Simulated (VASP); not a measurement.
Set up this calculation in VASP 6.6.1, as the native input.

| Property | Result |
| --- | --- |
| Task | single point |
| Functional | PBE |
| Potentials or basis | VASP PAW PBE potentials, release 64 (Sn_d, O) |
| Cutoff | 520 eV |
| k mesh | 12 × 12 × 12 |
| Occupations | gaussian, width 0.05 eV |
| Spin | no spin polarisation |
| Dipole correction | no |
| Further INCAR settings | ALGO = Normal; EDIFF = 1e-06; NBANDS = 20 |

The structure of SnO2 lies in POSCAR:

```
SnO2
1.0
    1.6976000000      0.9801098170      5.1805666667
   -1.6976000000      0.9801098170      5.1805666667
    0.0000000000     -1.9602196339      5.1805666667
Sn O
1 2
Direct
    0.5000000000      0.5000000000      0.5000000000
    0.2348826742      0.2348826742      0.2348826742
    0.7651173258      0.7651173258      0.7651173258
```

These files were run (other wordings do the same):

INCAR

```
SYSTEM = SnO2
  ALGO = Normal
  EDIFF = 1E-6
  ENCUT = 520
  GGA = PE
  ISIF = 2
  ISMEAR = 0
  LASPH = .TRUE.
  LCHARG = .TRUE.
  LELF = .TRUE.
  LREAL = .FALSE.
  LVHAR = .TRUE.
  LWAVE = .FALSE.
  NBANDS = 20
  NELM = 60
  PREC = Accurate
  SIGMA = 0.05
```

KPOINTS

```
k-points
0
G
  12 12 12
  0 0 0
```

Potentials or basis: VASP PAW PBE potentials, release 64 (Sn_d, O).

The run is started by

```sh
$ cat potpaw_PBE.64/Sn_d/POTCAR potpaw_PBE.64/O/POTCAR > POTCAR
$ mpirun -np 1 vasp_std > vasp.out
```

It gave:

```yaml
Pressure: -14.0 GPa
Largest_force: 1.196 eV/Å
Band_gap_on_the_k_mesh: 1.22 eV (least direct gap 1.30 eV)
```

Caveat: the cell stands under tension; spin-orbit coupling is left out, which moves the levels of the heavy elements; forces of over 1 eV/Å act on the atoms, so gaps and moduli don't describe the material at rest.

It took 3.8 min on 1 thread of AMD EPYC 9R45 96-Core Processor (Zen 5), with other jobs on the host, peak memory 0.34 GiB.
